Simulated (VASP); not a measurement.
Input of a VASP 6.6.1 run:

INCAR

```
  PREC = Accurate
  ENCUT = 520
  EDIFF = 1E-7
  ISMEAR = -1
  SIGMA = 0.05
  LREAL = F
  LASPH = T
  NELM = 80
  ALGO = Fast
  ISIF = 2
  LWAVE = F
  LCHARG = F
  GGA = PE
  NBANDS = 34
```

Contents of KPOINTS:

```
regular mesh
0
Gamma
  7 7 6
```

POSCAR

```
Ga
1.0
    2.2615000000     -3.8305000000      0.0000000000
    2.2615000000      3.8305000000      0.0000000000
    0.0000000000      0.0000000000      4.5240000000
Ga
4
Direct
    0.3451000000      0.6549000000      0.4190000000
    0.1549000000      0.8451000000      0.9190000000
    0.6549000000      0.3451000000      0.5810000000
    0.8451000000      0.1549000000      0.0810000000
```

Potentials or basis: VASP PAW PBE potentials, release 64 (Ga_d).

Launch:

```bash
$ cat potpaw_PBE.64/Ga_d/POTCAR > POTCAR
$ mpirun -np 1 vasp_std > vasp.out
```

What does it give for the pressure?

2.0 GPa.

Predict the largest force.

0.103 eV/Å.

Predict the band gap on the k mesh.

zero (band 26 reaches 5.44 eV, above the bottom of band 27 at 4.16 eV).

Forces in eV/Å, atoms in the order of the input:
```
Ga   0.000  0.094 -0.040
Ga   0.000 -0.094 -0.040
Ga   0.000 -0.094  0.040
Ga   0.000  0.094  0.040
```
